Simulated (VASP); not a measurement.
Here is a VASP 6.6.1 calculation.

The input INCAR:

```
PREC = Accurate
ENCUT = 520
EDIFF = 1E-6
ISMEAR = 0
SIGMA = 0.01
LREAL = False
LASPH = True
NELM = 100
ALGO = Normal
ISIF = 2
LWAVE = False
LCHARG = False
NBANDS = 28
```

KPOINTS

```
Automatic mesh
0
Gamma
  6 6 4
```

File POSCAR:

```
PbSe
1.0
    2.1548770000     -6.1339470000      0.0000000000
    2.1548770000      6.1339470000      0.0000000000
    0.0000000000      0.0000000000      4.4504940000
Pb Se
2 2
Direct
    0.6317610000      0.3682390000      0.7500000000
    0.3682390000      0.6317610000      0.2500000000
    0.8612900000      0.1387100000      0.7500000000
    0.1387100000      0.8612900000      0.2500000000
```

Potentials or basis: VASP PAW LDA potentials, release 64 (Pb_d, Se).

Run with:

```bash
$ cat potpaw_LDA.64/Pb_d/POTCAR potpaw_LDA.64/Se/POTCAR > POTCAR
$ mpirun -np 1 vasp_std > vasp.out
```

Task: Predict the band gap on the k mesh.

Result: 1.09 eV (least direct gap 1.40 eV).

Task: Estimate the pressure.

Result: -3.2 GPa.

Forces on the atoms (eV/Å):
```
Pb   0.000 -0.086  0.000
Pb   0.000  0.086  0.000
Se   0.000  0.033  0.000
Se   0.000 -0.033  0.000
```

Caveat: the cell stands under tension; spin-orbit coupling is left out, which moves the levels of the heavy elements. A k mesh can miss the band edges.
